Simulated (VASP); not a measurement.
# KTaO3 (Pm-3m) in VASP: a series of runs

Runs on KTaO3. Level: PBE. Tasks: single point.

Program: VASP 6.6.1. These are calculated values, not measurements. Logs are shortened: lines on timing, memory, paths and dates and some standing lists are left out, and cuts for length are marked.

## (1) The cell of the first run

Symmetry: Pm-3m, No. 221, cubic system. The conventional cell has a = 3.915 Å, b = 3.915 Å, c = 3.915 Å, α = 90.00°, β = 90.00°, γ = 90.00°. Within 3.6 Å of K (site symmetry m-3m) lie 12 O at 2.77 Å and 8 Ta at 3.39 Å. Ta (site symmetry m-3m) has 6 O at 1.96 Å within 2.6 Å. Within 2.6 Å of O (site symmetry 4/mmm) lie 2 Ta at 1.96 Å.

## (2) Single point, PBE (volume 11.997 Å^3 an atom, c/a of the conventional cell 1.0000)

The input, INCAR:

```
ALGO = Normal ; EDIFF = 1E-6
ENCUT = 520 ; GGA = PE
ISIF = 2 ; ISMEAR = 0
LASPH = True ; LCHARG = True
LELF = True ; LREAL = False
LVHAR = True ; LWAVE = False
NBANDS = 27 ; NELM = 80
PREC = Accurate ; SIGMA = 0.05
```

The input, KPOINTS:

```
k-points
0
Gamma
  8 8 8
```

The input, POSCAR:

```
KTaO3
1.0
    3.9145413750      0.0000000000      0.0000000000
    0.0000000000      3.9145413750      0.0000000000
    0.0000000000      0.0000000000      3.9145413750
K Ta O
1 1 3
Direct
    0.5000000000      0.5000000000      0.5000000000
    0.0000000000      0.0000000000      0.0000000000
    0.5000000000      0.0000000000      0.0000000000
    0.0000000000      0.5000000000      0.0000000000
    0.0000000000      0.0000000000      0.5000000000
```

Potentials or basis: VASP PAW PBE potentials, release 64 (K_sv, Ta_pv, O).

On the command line:

```console
$ cat potpaw_PBE.64/K_sv/POTCAR potpaw_PBE.64/Ta_pv/POTCAR potpaw_PBE.64/O/POTCAR > POTCAR
$ mpirun -np 1 vasp_std > vasp.out
```

OUTCAR:

```text
EDIFF = 1E-6
   ENCUT = 520
   GGA = PE
   ISIF = 2
   ISMEAR = 0
   LASPH = True
   LREAL = False
   NELM = 80
   PREC = Accurate

 ion  position               nearest neighbor table
   1  0.500  0.500  0.500-   3 2.77   4 2.77   5 2.77   3 2.77   4 2.77   3 2.77   5 2.77   3 2.77
                             4 2.77   5 2.77   4 2.77   5 2.77   2 3.39   2 3.39   2 3.39   2 3.39
   2  0.000  0.000  0.000-   3 1.96   4 1.96   5 1.96   5 1.96   4 1.96   3 1.96   1 3.39   1 3.39
                             1 3.39   1 3.39   1 3.39   1 3.39   1 3.39   1 3.39
   3  0.500  0.000  0.000-   2 1.96   2 1.96   1 2.77   1 2.77   1 2.77   1 2.77
   4  0.000  0.500  0.000-   2 1.96   2 1.96   1 2.77   1 2.77   1 2.77   1 2.77
   5  0.000  0.000  0.500-   2 1.96   2 1.96   1 2.77   1 2.77   1 2.77   1 2.77

  LATTYP: Found a simple cubic cell.
 ALAT       =     3.9145413750

  Lattice vectors:

 A1 = (   3.9145413750,   0.0000000000,   0.0000000000)
 A2 = (   0.0000000000,   3.9145413750,   0.0000000000)
 A3 = (   0.0000000000,   0.0000000000,   3.9145413750)

Analysis of symmetry for initial positions (statically):
=====================================================================
 Subroutine PRICEL returns:
 Original cell was already a primitive cell.

 Routine SETGRP: Setting up the symmetry group for a
 simple cubic supercell.

 Subroutine GETGRP returns: Found 48 space group operations
 (whereof 48 operations were pure point group operations)
 out of a pool of 48 trial point group operations.

The static configuration has the point symmetry O_h .

Analysis of symmetry for dynamics (positions and initial velocities):
=====================================================================
 Subroutine PRICEL returns:
 Original cell was already a primitive cell.

 Routine SETGRP: Setting up the symmetry group for a
 simple cubic supercell.

 Subroutine GETGRP returns: Found 48 space group operations
 (whereof 48 operations were pure point group operations)
 out of a pool of 48 trial point group operations.

The dynamic configuration has the point symmetry O_h .

 Subroutine INISYM returns: Found 48 space group operations
 (whereof 48 operations are pure point group operations),
 and found     1 'primitive' translations

[... 90 lines left out ...]
 SYSTEM =  unknown system
   PREC   = accura    normal or accurate (medium, high low for compatibility)
   ISTART =      0    job   : 0-new  1-cont  2-samecut
   ICHARG =      2    charge: 1-file 2-atom 10-const
   ISPIN  =      1    spin polarized calculation?
   LNONCOLLINEAR =      F non collinear calculations
   LSORBIT =      F    spin-orbit coupling
   LASPH  =      T    aspherical Exc in radial PAW
   ENCUT  =  520.0 eV  38.22 Ry    6.18 a.u.   7.28  7.28  7.28*2*pi/ulx,y,z
   NELM   =     80;   NELMIN=  2; NELMDL= -5     # of ELM steps
   EDIFF  = 0.1E-05   stopping-criterion for ELM
   LREAL  =      F    real-space projection
   EDIFFG = 0.1E-04   stopping-criterion for IOM
   NSW    =      0    number of steps for IOM
   IBRION =     -1    ionic relax: 0-MD 1-quasi-New 2-CG
   NFREE  =      0    steps in history (QN), initial steepest desc. (CG)
   ISIF   =      2    stress and relaxation
   ISYM   =      2    0-nonsym 1-usesym 2-fastsym
   POTIM  = 0.5000    time-step for ionic-motion
   TEBEG  =    0.0;   TEEND  =   0.0 temperature during run
   PSTRESS=    0.0 pullay stress
   NELECT =      38.0000    total number of electrons
   NUPDOWN=      -1.0000    fix difference up-down
   EMIN   =  10.00;   EMAX   =-10.00  energy-range for DOS
   EFERMI =   0.00;   METHOD = LEGACY
   ISMEAR =     0;   SIGMA  =   0.05  broadening in eV -4-tet -1-fermi 0-gaus
   EFERMI_NEDOS =   21; number of points for ismear=-14 and -15
   IALGO  =     38    algorithm
   IMIX   =      4    mixing-type and parameters
     AMIX     =   0.40;   BMIX     =  1.00
     AMIX_MAG =   1.60;   BMIX_MAG =  1.00
  volume/ion in A,a.u.               =      12.00        80.96
  Fermi-wavevector in a.u.,A,eV,Ry     =   1.406010  2.656974 26.896877  1.976865
  Thomas-Fermi vector in A             =   2.528414
   LORBIT       =      0    0 simple, 1 ext, 2 COOP (PROOUT), +10 PAW based schemes
   GGA     = PE    functional components
   LHFCALC =     F    Hartree Fock is set to
   AEXX    =    0.0000 exact exchange contribution
   IVDW    =     0    specifies the selected vdW correction
   LEPSILON=     F    determine dielectric tensor
   LRPA    =     F    only Hartree local field effects (RPA)
 non-spin polarized calculation
 Gauss-broadening in eV      SIGMA  =   0.05
  energy-cutoff  :      520.00
  volume of cell :       59.98
 maximum number of plane-waves:      1640
 NGX is ok and might be reduce to    30
   NGX = 15   NGY = 15   NGZ = 15

 number of electron      38.0000005 magnetization

 Free energy of the ion-electron system (eV)
  ---------------------------------------------------
  ext. energy  EPLUGINS =         0.00000000
  ---------------------------------------------------
  free energy    TOTEN  =       -40.75455263 eV

  energy without entropy =      -40.75455263  energy(sigma->0) =      -40.75455263

 E-fermi :   2.4477     XC(G=0): -11.1687

 val. band max:        2.1958731791   @ k =   0.5000   0.5000   0.5000
 cond. band min:       4.4912282814   @ k =   0.0000   0.0000   0.0000
 fundamental gap:      2.2953551022
 Fermi energy:         2.4477002665

 k-point     1 :       0.0000    0.0000    0.0000
  band No.  band energies     occupation
      1     -31.6773      2.00000
      2     -31.6773      2.00000
      3     -31.6773      2.00000
      4     -25.0864      2.00000
      5     -15.5609      2.00000
      6     -14.8428      2.00000
[... 709 lines left out ...]
     26      13.1736      0.00000
     27      13.3251      0.00000

 [... further k-points ...]
[... 5 lines left out ...]
  --------------------------------------------------------------------------------------
  -------------------------------------------------------------------------------------
  Total        7.3894087      7.3894087      7.3894087      0.0000000      0.0000000     -0.0000000
  in kB      197.3683934    197.3683934    197.3683934      0.0000000      0.0000000     -0.0000000
  external PRESSURE =     197.3683934 kB  Pullay stress =       0.0000000 kB

 VOLUME and BASIS-vectors are now :
 -----------------------------------------------------------------------------
  energy-cutoff  :      520.00
  volume of cell :       59.98
      direct lattice vectors                 reciprocal lattice vectors
     3.914541375  0.000000000  0.000000000     0.255457767  0.000000000  0.000000000
     0.000000000  3.914541375  0.000000000     0.000000000  0.255457767  0.000000000
     0.000000000  0.000000000  3.914541375     0.000000000  0.000000000  0.255457767

 POSITION                                       TOTAL-FORCE (eV/Angst)
 -----------------------------------------------------------------------------------
      1.95727      1.95727      1.95727         0.000000      0.000000      0.000000
      0.00000      0.00000      0.00000         0.000000      0.000000      0.000000
      1.95727      0.00000      0.00000         0.000000      0.000000      0.000000
      0.00000      1.95727      0.00000         0.000000      0.000000      0.000000
      0.00000      0.00000      1.95727         0.000000      0.000000      0.000000
 -----------------------------------------------------------------------------------
    total drift:                                0.000000     -0.000000      0.000000

  FREE ENERGIE OF THE ION-ELECTRON SYSTEM (eV)
  ---------------------------------------------------
  free  energy   TOTEN  =       -40.7545526349 eV

  energy  without entropy=      -40.7545526349  energy(sigma->0) =      -40.75455263
```

OSZICAR:

```text
N       E                     dE             d eps       ncg     rms          rms(c)
DAV:   1     0.323983354258E+03    0.32398E+03   -0.20973E+04  1890   0.143E+03
DAV:   2    -0.299852573385E+02   -0.35397E+03   -0.34176E+03  2236   0.410E+02
DAV:   3    -0.485339712342E+02   -0.18549E+02   -0.18470E+02  2670   0.906E+01
DAV:   4    -0.491285362418E+02   -0.59457E+00   -0.59343E+00  3089   0.105E+01
DAV:   5    -0.491332651803E+02   -0.47289E-02   -0.47281E-02  2472   0.858E-01    0.380E+01
DAV:   6    -0.409147148028E+02    0.82186E+01   -0.33260E+01  2258   0.405E+01    0.148E+01
DAV:   7    -0.408104179567E+02    0.10430E+00   -0.14830E+00  2474   0.802E+00    0.102E+01
DAV:   8    -0.407687834529E+02    0.41635E-01   -0.30747E-01  2216   0.466E+00    0.294E+00
DAV:   9    -0.407552417426E+02    0.13542E-01   -0.29503E-02  2358   0.128E+00    0.408E-01
DAV:  10    -0.407544852987E+02    0.75644E-03   -0.82499E-03  2671   0.603E-01    0.471E-02
DAV:  11    -0.407545250938E+02   -0.39795E-04   -0.37363E-04  2583   0.133E-01    0.302E-02
DAV:  12    -0.407545527781E+02   -0.27684E-04   -0.56164E-05  2549   0.579E-02    0.815E-03
DAV:  13    -0.407545526349E+02    0.14320E-06   -0.27968E-06  2253   0.127E-02
   1 F= -.40754553E+02 E0= -.40754553E+02  d E =-.241593E-14
```

stdout:

```text
POSCAR found type information on POSCAR K TaO
 POSCAR found :  3 types and       5 ions
 scaLAPACK will be used
 LDA part: xc-table for (Slater+PW92), standard interpolation
 POSCAR, INCAR and KPOINTS ok, starting setup
 FFT: planning ... GRIDC
 FFT: planning ... GRID_SOFT
 FFT: planning ... GRID
 WAVECAR not read
 entering main loop
```

Wall time 28 s (1 thread of AMD EPYC 9R45 (Zen 5), shared host); peak memory 0.17 GiB.

What came out:

| Quantity | Value |
| --- | --- |
| Free energy | -40.7546 eV |
| Pressure | 19.7 GPa |
| Band gap on the k mesh | 2.30 eV, indirect (least direct gap 2.88 eV) |

Caveat: spin-orbit coupling is left out, which moves the levels of the heavy elements.

## (3) Single point, PBE (volume 12.518 Å^3 an atom, c/a of the conventional cell 1.0000)

The input, INCAR:

```
SYSTEM = KTaO3
PREC     = Accurate       ! precision mode
ENCUT    = 520            ! plane-wave cutoff, eV
EDIFF    = 1E-7           ! SCF threshold, eV
ISMEAR   = 0              ! smearing method
SIGMA    = 0.05           ! smearing width, eV
LREAL    = .False.        ! projectors in reciprocal space
LASPH    = .True.         ! aspherical terms in the spheres
NELM     = 60             ! most SCF steps
ALGO     = Normal         ! electronic algorithm
ISIF     = 2              ! what is computed and relaxed
LWAVE    = .False.        ! write WAVECAR
LCHARG   = .False.        ! write CHGCAR
GGA      = PE             ! functional
NBANDS   = 27             ! bands
```

The input, KPOINTS:

```
regular mesh
0
Gamma
  8 8 8
  0 0 0
```

POSCAR: that of step 2 with these lines changed.

```diff
@@ -2,5 +2,5 @@
 1.0
-    3.9145413750      0.0000000000      0.0000000000
-    0.0000000000      3.9145413750      0.0000000000
-    0.0000000000      0.0000000000      3.9145413750
+    3.9704065976      0.0000000000      0.0000000000
+    0.0000000000      3.9704065976      0.0000000000
+    0.0000000000      0.0000000000      3.9704065976
 K Ta O
```

Potentials or basis: VASP PAW PBE potentials, release 64 (K_sv, Ta_pv, O).

On the command line:

```console
$ cat potpaw_PBE.64/K_sv/POTCAR potpaw_PBE.64/Ta_pv/POTCAR potpaw_PBE.64/O/POTCAR > POTCAR
$ mpirun -np 1 vasp_std > vasp.out
```

OUTCAR:

```text
SYSTEM = KTaO3
   PREC = Accurate
   ENCUT = 520
   EDIFF = 1E-7
   ISMEAR = 0
   LREAL = .False.
   LASPH = .True.
   NELM = 60
   ISIF = 2
   GGA = PE

 ion  position               nearest neighbor table
   1  0.500  0.500  0.500-   3 2.81   4 2.81   5 2.81   3 2.81   4 2.81   3 2.81   5 2.81   3 2.81
                             4 2.81   5 2.81   4 2.81   5 2.81   2 3.44   2 3.44   2 3.44   2 3.44
   2  0.000  0.000  0.000-   3 1.99   4 1.99   5 1.99   5 1.99   4 1.99   3 1.99   1 3.44   1 3.44
                             1 3.44   1 3.44   1 3.44   1 3.44   1 3.44   1 3.44
[... 928 lines left out ...]
  -------------------------------------------------------------------------------------
  Total        3.5464918      3.5464918      3.5464918     -0.0000000     -0.0000000      0.0000000
  in kB       90.7830132     90.7830132     90.7830132     -0.0000000     -0.0000000      0.0000000
  external PRESSURE =      90.7830132 kB  Pullay stress =       0.0000000 kB

 VOLUME and BASIS-vectors are now :
 -----------------------------------------------------------------------------
  energy-cutoff  :      520.00
  volume of cell :       62.59
      direct lattice vectors                 reciprocal lattice vectors
     3.970406598  0.000000000  0.000000000     0.251863374  0.000000000  0.000000000
     0.000000000  3.970406598  0.000000000     0.000000000  0.251863374  0.000000000
     0.000000000  0.000000000  3.970406598     0.000000000  0.000000000  0.251863374

 POSITION                                       TOTAL-FORCE (eV/Angst)
 -----------------------------------------------------------------------------------
      1.98520      1.98520      1.98520         0.000000      0.000000      0.000000
      0.00000      0.00000      0.00000         0.000000      0.000000      0.000000
      1.98520      0.00000      0.00000         0.000000      0.000000      0.000000
      0.00000      1.98520      0.00000         0.000000      0.000000      0.000000
      0.00000      0.00000      1.98520         0.000000      0.000000      0.000000
 -----------------------------------------------------------------------------------
    total drift:                                0.000000     -0.000000      0.000000

  FREE ENERGIE OF THE ION-ELECTRON SYSTEM (eV)
  ---------------------------------------------------
  free  energy   TOTEN  =       -40.9887902422 eV

  energy  without entropy=      -40.9887902422  energy(sigma->0) =      -40.98879024
```

stdout:

```text
POSCAR found type information on POSCAR K TaO
 POSCAR found :  3 types and       5 ions
 scaLAPACK will be used
 LDA part: xc-table for (Slater+PW92), standard interpolation
 POSCAR, INCAR and KPOINTS ok, starting setup
 FFT: planning ... GRIDC
 FFT: planning ... GRID_SOFT
 FFT: planning ... GRID
 WAVECAR not read
 entering main loop
```

Run time: 34 s. Hardware: 1 thread of AMD EPYC 9R45 (Zen 5), shared host; peak memory 0.17 GiB.

What came out:

| Property | Result |
| --- | --- |
| Free energy | -40.9888 eV |
| Pressure | 9.1 GPa |
| Band gap on the k mesh | 2.21 eV, indirect (least direct gap 2.82 eV) |

Caveat: spin-orbit coupling is left out, which moves the levels of the heavy elements. A k mesh can miss the band edges.

[end of part 1 of 2]
